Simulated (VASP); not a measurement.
**AlO: single point with PBE**

The system is AlO.

```xyz
4
Lattice="2.5029 0.0000 0.0000 -1.2514 2.1676 0.0000 0.0000 0.0000 8.0093" Properties=species:S:1:pos:R:3 pbc="T T T"
Al    0.0000    0.0000    6.0070
Al    0.0000    0.0000    2.0023
O     0.0000    1.4450    6.9681
O     1.2514    0.7225    1.0412
```

This cell differs from its parent crystal: atoms taken out.

```yaml
Program: VASP 6.6.1
Task: single point
Functional: PBE
Potentials_or_basis: VASP PAW PBE potentials, release 64 (Al, O)
Cutoff: 520 eV
k_mesh: 6 × 6 × 2
Occupations: gaussian, width 0.1 eV
Spin: no spin polarisation
```

* Pressure: 53.4 GPa
* Largest force: 1.522 eV/Å
* Band gap on the k mesh: zero (bands 9 and 10 overlap by 4.19 eV)

Forces on the atoms (eV/Å):
```
Al   0.000  0.000  0.247
Al   0.000  0.000 -0.247
O    0.000  0.000 -1.522
O    0.000  0.000  1.522
```

Stress tensor (GPa, compression positive):
```
79.03  0.00  0.00
 0.00 79.03  0.00
 0.00  0.00  2.01
```

Levels at points of the mesh, in eV from the Fermi level:
```csv
k point,band 5,band 6,band 7,band 8,band 9,band 10,band 11,band 12,band 13,band 14
"(0.00, 0.00, 0.00)",-4.06,-2.13,-2.13,-1.97,-1.97,-0.57,4.92,9.57,11.65,14.14
"(0.50, 0.00, 0.00)",-4.99,-4.04,-3.42,-3.03,0.53,0.86,2.67,3.11,9.11,9.19
"(0.00, 0.00, 0.50)",-2.35,-2.25,-2.13,-2.13,-1.97,-1.97,5.66,9.02,11.59,14.29
"(0.50, 0.00, 0.50)",-4.95,-4.06,-3.42,-3.03,0.41,0.80,2.57,3.52,8.71,9.49
```

Run time: 11 s on 1 thread of Intel Xeon 8259CL, on a shared host, peak memory 0.15 GiB.

Caveat: the k points lie up to 0.48 Å⁻¹ apart, too coarse for converged energies and pressures of a metal; the cell differs from its parent crystal (atoms taken out); forces of over 1 eV/Å act on the atoms, so gaps and moduli don't describe the material at rest.
